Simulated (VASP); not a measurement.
# SnSe2 (P-3m1) in VASP: further runs

Runs on SnSe2. Level: PBE. Tasks: single point.

All numbers are computed with VASP 6.6.1; they aren't measurements. Logs are shortened: lines on timing, memory, paths and dates and some standing lists are left out, and cuts for length are marked.

## 1. The cell of the first run

The structure is trigonal, space group P-3m1 (No. 164). The conventional cell has a = 3.750 Å, b = 3.750 Å, c = 6.340 Å, α = 90.00°, β = 90.00°, γ = 120.00°. Within 3.5 Å of Sn (site symmetry -3m) lie 6 Se at 2.68 Å. Within 3.5 Å of Se (site symmetry 3m) lie 3 Sn at 2.68 Å.

## 2. Single point, PBE

The input, INCAR:

```
PREC     = Accurate       # precision mode
ENCUT    = 520            # plane-wave cutoff, eV
EDIFF    = 1E-7           # SCF threshold, eV
ISMEAR   = 0              # smearing method
SIGMA    = 0.05           # smearing width, eV
LREAL    = False          # projectors in reciprocal space
LASPH    = True           # aspherical terms in the spheres
NELM     = 100            # most SCF steps
ALGO     = Normal         # electronic algorithm
ISIF     = 2              # what is computed and relaxed
LWAVE    = False          # write WAVECAR
LCHARG   = True           # write CHGCAR
GGA      = PE             # functional
LELF     = True           # ELF
LVHAR    = True         
NBANDS   = 20             # bands
```

The input, KPOINTS:

```
Automatic mesh
0
Gamma
  12 12 6
```

The input, POSCAR:

```
SnSe2
1.0
    3.7495203087      0.0000000000      0.0000000000
   -1.8747601544      3.2471798393      0.0000000000
    0.0000000000      0.0000000000      6.3398987578
Sn Se
1 2
Direct
    0.0000000000      0.0000000000      0.0000000000
    0.3333333333      0.6666666667      0.2500000000
    0.6666666667      0.3333333333      0.7500000000
```

Potentials or basis: VASP PAW PBE potentials, release 64 (Sn_d, Se).

Started as:

```console
$ cat potpaw_PBE.64/Sn_d/POTCAR potpaw_PBE.64/Se/POTCAR > POTCAR
$ mpirun -np 1 vasp_std > vasp.out
```

OUTCAR:

```text
PREC = Accurate
   ENCUT = 520
   EDIFF = 1E-7
   ISMEAR = 0
   LREAL = False
   LASPH = True
   NELM = 100
   ISIF = 2
   GGA = PE

 ion  position               nearest neighbor table
   1  0.000  0.000  0.000-   2 2.68   3 2.68   2 2.68   3 2.68   3 2.68   2 2.68
   2  0.333  0.667  0.250-   1 2.68   1 2.68   1 2.68
   3  0.667  0.333  0.750-   1 2.68   1 2.68   1 2.68

  LATTYP: Found a hexagonal cell.
 ALAT       =     3.7495203087
 C/A-ratio  =     1.6908559591

  Lattice vectors:

 A1 = (   3.7495203087,   0.0000000000,   0.0000000000)
 A2 = (  -1.8747601544,   3.2471798393,   0.0000000000)
 A3 = (   0.0000000000,   0.0000000000,   6.3398987578)

Analysis of symmetry for initial positions (statically):
=====================================================================
 Subroutine PRICEL returns:
 Original cell was already a primitive cell.

 Routine SETGRP: Setting up the symmetry group for a
 hexagonal supercell.

 Subroutine GETGRP returns: Found 12 space group operations
 (whereof 12 operations were pure point group operations)
 out of a pool of 24 trial point group operations.

The static configuration has the point symmetry D_3d.

Analysis of symmetry for dynamics (positions and initial velocities):
=====================================================================
 Subroutine PRICEL returns:
 Original cell was already a primitive cell.

 Routine SETGRP: Setting up the symmetry group for a
 hexagonal supercell.

 Subroutine GETGRP returns: Found 12 space group operations
 (whereof 12 operations were pure point group operations)
 out of a pool of 24 trial point group operations.

The dynamic configuration has the point symmetry D_3d.

 Subroutine INISYM returns: Found 12 space group operations
 (whereof 12 operations are pure point group operations),
 and found     1 'primitive' translations

----------------------------------------------------------------------------------------

                                     Primitive cell

  volume of cell :      77.1906

  direct lattice vectors                    reciprocal lattice vectors
     3.749520309  0.000000000  0.000000000     0.266700782  0.153979769  0.000000000
    -1.874760154  3.247179839  0.000000000     0.000000000  0.307959537  0.000000000
     0.000000000  0.000000000  6.339898758     0.000000000  0.000000000  0.157731225

  length of vectors
     3.749520309  3.749520309  6.339898758     0.307959537  0.307959537  0.157731225

  position of ions in fractional coordinates (direct lattice)
     0.000000000  0.000000000  0.000000000
     0.333333333  0.666666667  0.250000000
     0.666666667  0.333333333  0.750000000

  ion indices of the primitive-cell ions
   primitive index   ion index
                 1           1
                 2           2
                 3           3

----------------------------------------------------------------------------------------

 KPOINTS: Automatic mesh

Automatic generation of k-mesh.
 Grid dimensions read from file:
 generate k-points for:   12   12    6

 Generating k-lattice:

  Cartesian coordinates                     Fractional coordinates (reciprocal lattice)
     0.022225065  0.012831647  0.000000000     0.083333333  0.000000000  0.000000000
     0.000000000  0.025663295  0.000000000     0.000000000  0.083333333  0.000000000
     0.000000000  0.000000000  0.026288538     0.000000000  0.000000000  0.166666667

  Length of vectors
     0.025663295  0.025663295  0.026288538

  Shift w.r.t. Gamma in fractional coordinates (k-lattice)
     0.000000000  0.000000000  0.000000000

 Subroutine IBZKPT returns following result:
 ===========================================

 Found    100 irreducible k-points:

 Following reciprocal coordinates:
            Coordinates               Weight
  0.000000  0.000000  0.000000      1.000000
  0.083333  0.000000  0.000000      6.000000
  0.166667  0.000000  0.000000      6.000000
  0.250000  0.000000  0.000000      6.000000
  0.333333  0.000000  0.000000      6.000000
  0.416667  0.000000  0.000000      6.000000
[... 16 lines left out ...]
  0.166667  0.000000  0.166667      6.000000
  0.000000  0.166667  0.166667      6.000000
 [... further k-points ...]
   k-points           NKPTS =    100   k-points in BZ     NKDIM =    100   number of bands    NBANDS=     20
   number of dos      NEDOS =    301   number of ions     NIONS =      3
   total plane-waves  NPLWV =  37632
   dimension x,y,z NGX =    28 NGY =   28 NGZ =   48
   dimension x,y,z NGXF=    56 NGYF=   56 NGZF=   96
   ions per type =               1   2
   NGX,Y,Z   is equivalent  to a cutoff of  12.41, 12.41, 12.59 a.u.
   NGXF,Y,Z  is equivalent  to a cutoff of  24.83, 24.83, 25.17 a.u.
 SYSTEM =  unknown system
   PREC   = accura    normal or accurate (medium, high low for compatibility)
   ISTART =      0    job   : 0-new  1-cont  2-samecut
   ICHARG =      2    charge: 1-file 2-atom 10-const
   ISPIN  =      1    spin polarized calculation?
   LNONCOLLINEAR =      F non collinear calculations
   LSORBIT =      F    spin-orbit coupling
   LASPH  =      T    aspherical Exc in radial PAW
   ENCUT  =  520.0 eV  38.22 Ry    6.18 a.u.   6.97  6.97 11.79*2*pi/ulx,y,z
   NELM   =    100;   NELMIN=  2; NELMDL= -5     # of ELM steps
   EDIFF  = 0.1E-06   stopping-criterion for ELM
   LREAL  =      F    real-space projection
   EDIFFG = 0.1E-05   stopping-criterion for IOM
   NSW    =      0    number of steps for IOM
   IBRION =     -1    ionic relax: 0-MD 1-quasi-New 2-CG
   NFREE  =      0    steps in history (QN), initial steepest desc. (CG)
   ISIF   =      2    stress and relaxation
   ISYM   =      2    0-nonsym 1-usesym 2-fastsym
   POTIM  = 0.5000    time-step for ionic-motion
   TEBEG  =    0.0;   TEEND  =   0.0 temperature during run
   PSTRESS=    0.0 pullay stress
   NELECT =      26.0000    total number of electrons
   NUPDOWN=      -1.0000    fix difference up-down
   EMIN   =  10.00;   EMAX   =-10.00  energy-range for DOS
   EFERMI =   0.00;   METHOD = LEGACY
   ISMEAR =     0;   SIGMA  =   0.05  broadening in eV -4-tet -1-fermi 0-gaus
   EFERMI_NEDOS =   21; number of points for ismear=-14 and -15
   IALGO  =     38    algorithm
   IMIX   =      4    mixing-type and parameters
     AMIX     =   0.40;   BMIX     =  1.00
     AMIX_MAG =   1.60;   BMIX_MAG =  1.00
  volume/ion in A,a.u.               =      25.73       173.64
  Fermi-wavevector in a.u.,A,eV,Ry     =   1.139054  2.152501 17.652812  1.297445
  Thomas-Fermi vector in A             =   2.275758
   LORBIT       =      0    0 simple, 1 ext, 2 COOP (PROOUT), +10 PAW based schemes
   GGA     = PE    functional components
   LHFCALC =     F    Hartree Fock is set to
   AEXX    =    0.0000 exact exchange contribution
   IVDW    =     0    specifies the selected vdW correction
   LEPSILON=     F    determine dielectric tensor
   LRPA    =     F    only Hartree local field effects (RPA)
 non-spin polarized calculation
 Gauss-broadening in eV      SIGMA  =   0.05
  energy-cutoff  :      520.00
  volume of cell :       77.19
 maximum number of plane-waves:      2106
   NGX = 13   NGY = 13   NGZ = 23

 number of electron      25.9999990 magnetization

 Free energy of the ion-electron system (eV)
  ---------------------------------------------------
  ext. energy  EPLUGINS =         0.00000000
  ---------------------------------------------------
  free energy    TOTEN  =       -11.75631501 eV

  energy without entropy =      -11.75631501  energy(sigma->0) =      -11.75631501

 E-fermi :   4.4478     XC(G=0):  -9.4529

 val. band max:        4.2084305481   @ k =   0.1667   0.0000   0.1667
 cond. band min:       4.8502360160   @ k =   0.5000   0.0000   0.3333
 fundamental gap:      0.6418054679
 Fermi energy:         4.4478006341

 k-point     1 :       0.0000    0.0000    0.0000
  band No.  band energies     occupation
      1     -17.0885      2.00000
      2     -17.0885      2.00000
      3     -17.0404      2.00000
      4     -17.0276      2.00000
      5     -17.0276      2.00000
      6      -9.8408      2.00000
[... 12 lines left out ...]
     19      13.2573      0.00000
     20      13.2573      0.00000

 k-point     2 :       0.0833    0.0000    0.0000
  band No.  band energies     occupation
      1     -17.0918      2.00000
      2     -17.0853      2.00000
      3     -17.0382      2.00000
      4     -17.0300      2.00000
      5     -17.0275      2.00000
      6      -9.7680      2.00000
[... 12 lines left out ...]
     19      12.4998      0.00000
     20      13.3597      0.00000

 k-point     3 :       0.1667    0.0000    0.0000
  band No.  band energies     occupation
      1     -17.1016      2.00000
      2     -17.0769      2.00000
      3     -17.0373      2.00000
      4     -17.0301      2.00000
      5     -17.0266      2.00000
      6      -9.5542      2.00000
[... 12 lines left out ...]
     19      12.4955      0.00000
     20      13.4713      0.00000

 k-point     4 :       0.2500    0.0000    0.0000
  band No.  band energies     occupation
      1     -17.1167      2.00000
      2     -17.0678      2.00000
      3     -17.0446      2.00000
      4     -17.0230      2.00000
      5     -17.0202      2.00000
      6      -9.2152      2.00000
[... 12 lines left out ...]
     19      12.6545      0.00000
     20      13.5727      0.00000

 k-point     5 :       0.3333    0.0000    0.0000
  band No.  band energies     occupation
      1     -17.1327      2.00000
      2     -17.0620      2.00000
      3     -17.0513      2.00000
      4     -17.0159      2.00000
      5     -17.0099      2.00000
      6      -8.7884      2.00000
[... 12 lines left out ...]
     19      13.3057      0.00000
     20      13.8256      0.00000
[... 353 lines left out ...]
      6      -9.7356      2.00000
[... 12 lines left out ...]
     19      12.2847      0.00000
     20      13.3708      0.00000

 k-point    22 :       0.0000    0.0833    0.1667
  band No.  band energies     occupation
      1     -17.0918      2.00000
      2     -17.0852      2.00000
      3     -17.0381      2.00000
      4     -17.0300      2.00000
      5     -17.0275      2.00000
      6      -9.7356      2.00000
[... 12 lines left out ...]
     19      12.4152      0.00000
     20      13.1313      0.00000

 k-point    23 :       0.1667    0.0000    0.1667
  band No.  band energies     occupation
      1     -17.1017      2.00000
      2     -17.0769      2.00000
      3     -17.0373      2.00000
      4     -17.0301      2.00000
      5     -17.0266      2.00000
      6      -9.5225      2.00000
[... 12 lines left out ...]
     19      12.7393      0.00000
     20      13.0457      0.00000

 k-point    24 :       0.0000    0.1667    0.1667
  band No.  band energies     occupation
      1     -17.1016      2.00000
      2     -17.0769      2.00000
      3     -17.0373      2.00000
      4     -17.0301      2.00000
      5     -17.0266      2.00000
      6      -9.5221      2.00000
[... 12 lines left out ...]
     19      12.2694      0.00000
     20      13.3571      0.00000

 [... further k-points ...]

------------------------ aborting loop because EDIFF is reached ----------------------------------------

  FORCE on cell =-STRESS in cart. coord.  units (eV):
  Direction    XX          YY          ZZ          XY          YZ          ZX
  --------------------------------------------------------------------------------------
  -------------------------------------------------------------------------------------
  Total        2.8959563      2.8959563      2.0906104     -0.0000000      0.0000000      0.0000000
  in kB       60.1088204     60.1088204     43.3929641     -0.0000000      0.0000000      0.0000000
  external PRESSURE =      54.5368683 kB  Pullay stress =       0.0000000 kB

 VOLUME and BASIS-vectors are now :
 -----------------------------------------------------------------------------
  energy-cutoff  :      520.00
  volume of cell :       77.19
      direct lattice vectors                 reciprocal lattice vectors
     3.749520309  0.000000000  0.000000000     0.266700782  0.153979769  0.000000000
    -1.874760154  3.247179839  0.000000000     0.000000000  0.307959537  0.000000000
     0.000000000  0.000000000  6.339898758     0.000000000  0.000000000  0.157731225

 POSITION                                       TOTAL-FORCE (eV/Angst)
 -----------------------------------------------------------------------------------
      0.00000      0.00000      0.00000        -0.000000      0.000000     -0.000000
     -0.00000      2.16479      1.58497         0.000000     -0.000000      0.460282
      1.87476      1.08239      4.75492         0.000000      0.000000     -0.460282
 -----------------------------------------------------------------------------------
    total drift:                               -0.000000     -0.000000     -0.000000

  FREE ENERGIE OF THE ION-ELECTRON SYSTEM (eV)
  ---------------------------------------------------
  free  energy   TOTEN  =       -11.7563150051 eV

  energy  without entropy=      -11.7563150051  energy(sigma->0) =      -11.75631501
```

Run time: 3.8 min. Hardware: 1 thread of Intel Xeon 8259CL, shared host; peak memory 0.29 GiB.

What came out:

* Free energy: -11.7563 eV
* Pressure: 5.5 GPa
* Largest force: 0.460 eV/Å
* Band gap on the k mesh: 0.64 eV (least direct gap 1.20 eV)

Forces in eV/Å, atoms in the order of the input:
```
Sn   0.000  0.000  0.000
Se   0.000  0.000  0.460
Se   0.000  0.000 -0.460
```

Stress tensor (GPa, compression positive):
```
6.01 0.00 0.00
0.00 6.01 0.00
0.00 0.00 4.34
```

Caveat: the cell stands under pressure; spin-orbit coupling is left out, which moves the levels of the heavy elements; this functional lacks dispersion, which binds the layers, so the pressure and a relaxed spacing across them are unreliable. A k mesh can miss the band edges.

## 3. Single point, PBE

This run uses another cell than the first one, of the same volume but with other edges.

The input, INCAR:

```
ALGO     = Normal         # electronic algorithm
EDIFF    = 1E-6           # SCF threshold, eV
ENCUT    = 520            # plane-wave cutoff, eV
GGA      = PE             # functional
ISIF     = 2              # what is computed and relaxed
ISMEAR   = 0              # smearing method
LASPH    = T              # aspherical terms in the spheres
LCHARG   = F              # write CHGCAR
LREAL    = F              # projectors in reciprocal space
LWAVE    = F              # write WAVECAR
NBANDS   = 20             # bands
NELM     = 100            # most SCF steps
PREC     = Accurate       # precision mode
SIGMA    = 0.05           # smearing width, eV
```

The input, KPOINTS:

```
k-points
0
Gamma
  12 12 6
```

The input, POSCAR:

```
SnSe2
1.0
    4.1052739893      0.0000000000      0.0000000000
   -2.0526369947      3.5552715643      0.0000000000
    0.0000000000      0.0000000000      5.2887062771
Sn Se
1 2
Direct
    0.0000000000      0.0000000000      0.0000000000
    0.3333333333      0.6666666667      0.2500000000
    0.6666666667      0.3333333333      0.7500000000
```

Potentials or basis: VASP PAW PBE potentials, release 64 (Sn_d, Se).

Started as:

```console
$ cat potpaw_PBE.64/Sn_d/POTCAR potpaw_PBE.64/Se/POTCAR > POTCAR
$ mpirun -np 1 vasp_std > vasp.out
```

OUTCAR:

```text
EDIFF = 1E-6
   ENCUT = 520
   GGA = PE
   ISIF = 2
   ISMEAR = 0
   LASPH = T
   LREAL = F
   NELM = 100
   PREC = Accurate

 ion  position               nearest neighbor table
   1  0.000  0.000  0.000-   2 2.71   3 2.71   3 2.71   2 2.71   3 2.71   2 2.71
   2  0.333  0.667  0.250-   1 2.71   1 2.71   1 2.71
   3  0.667  0.333  0.750-   1 2.71   1 2.71   1 2.71

  LATTYP: Found a hexagonal cell.
 ALAT       =     4.1052739893
 C/A-ratio  =     1.2882712070

  Lattice vectors:

 A1 = (   4.1052739893,   0.0000000000,   0.0000000000)
 A2 = (  -2.0526369947,   3.5552715643,   0.0000000000)
 A3 = (   0.0000000000,   0.0000000000,   5.2887062771)

Analysis of symmetry for initial positions (statically):
=====================================================================
 Subroutine PRICEL returns:
 Original cell was already a primitive cell.

 Routine SETGRP: Setting up the symmetry group for a
 hexagonal supercell.

 Subroutine GETGRP returns: Found 12 space group operations
 (whereof 12 operations were pure point group operations)
 out of a pool of 24 trial point group operations.
[... 162 lines left out ...]
  free energy    TOTEN  =       -11.40273603 eV

  energy without entropy =      -11.40227163  energy(sigma->0) =      -11.40250383

 E-fermi :   5.0345     XC(G=0):  -9.5152

 val. band max:        5.0290047060   @ k =   0.0833   0.0833   0.0000
 cond. band min:       5.0469070501   @ k =   0.0000   0.3333   0.3333
 fundamental gap:      0.0179023441
 Fermi energy:         5.0344773373

 k-point     1 :       0.0000    0.0000    0.0000
  band No.  band energies     occupation
      1     -17.0531      2.00000
      2     -17.0531      2.00000
      3     -17.0472      2.00000
      4     -17.0053      2.00000
      5     -17.0053      2.00000
      6      -9.6022      2.00000
[... 541 lines left out ...]
     19      12.2825      0.00000
     20      12.7542      0.00000

 [... further k-points ...]

------------------------ aborting loop because EDIFF is reached ----------------------------------------

  FORCE on cell =-STRESS in cart. coord.  units (eV):
  Direction    XX          YY          ZZ          XY          YZ          ZX
  --------------------------------------------------------------------------------------
  -------------------------------------------------------------------------------------
  Total        0.9997421      0.9997421      4.0527255     -0.0000000      0.0000000     -0.0000000
  in kB       20.7507679     20.7507679     84.1188634     -0.0000000      0.0000000     -0.0000000
  external PRESSURE =      41.8734664 kB  Pullay stress =       0.0000000 kB

 VOLUME and BASIS-vectors are now :
 -----------------------------------------------------------------------------
  energy-cutoff  :      520.00
  volume of cell :       77.19
      direct lattice vectors                 reciprocal lattice vectors
     4.105273989  0.000000000  0.000000000     0.243589101  0.140636233  0.000000000
    -2.052636995  3.555271564  0.000000000     0.000000000  0.281272466  0.000000000
     0.000000000  0.000000000  5.288706277     0.000000000  0.000000000  0.189082159

 POSITION                                       TOTAL-FORCE (eV/Angst)
 -----------------------------------------------------------------------------------
      0.00000      0.00000      0.00000         0.000000      0.000000      0.000000
     -0.00000      2.37018      1.32218        -0.000000      0.000000      1.297078
      2.05264      1.18509      3.96653         0.000000      0.000000     -1.297078
 -----------------------------------------------------------------------------------
    total drift:                               -0.000000     -0.000000      0.000000

  FREE ENERGIE OF THE ION-ELECTRON SYSTEM (eV)
  ---------------------------------------------------
  free  energy   TOTEN  =       -11.4027360295 eV

  energy  without entropy=      -11.4022716335  energy(sigma->0) =      -11.40250383
```

stdout:

```text
POSCAR found type information on POSCAR SnSe
 POSCAR found :  2 types and       3 ions
 scaLAPACK will be used
 LDA part: xc-table for (Slater+PW92), standard interpolation
 POSCAR, INCAR and KPOINTS ok, starting setup
 FFT: planning ... GRIDC
 FFT: planning ... GRID_SOFT
 FFT: planning ... GRID
 WAVECAR not read
 entering main loop
```

It took 2.5 min on 1 thread of Intel Xeon 8259CL, shared host; peak memory 0.3 GiB.

What came out:

```
Free energy            : -11.4027 eV
Pressure               : 4.2 GPa
Largest force          : 1.297 eV/Å
Band gap on the k mesh : 0.02 eV (least direct gap 0.42 eV)
```

Forces on the atoms (eV/Å):
```
Sn   0.000  0.000  0.000
Se   0.000  0.000  1.297
Se   0.000  0.000 -1.297
```

Caveat: the cell stands under pressure; spin-orbit coupling is left out, which moves the levels of the heavy elements; forces of over 1 eV/Å act on the atoms, so gaps and moduli don't describe the material at rest.
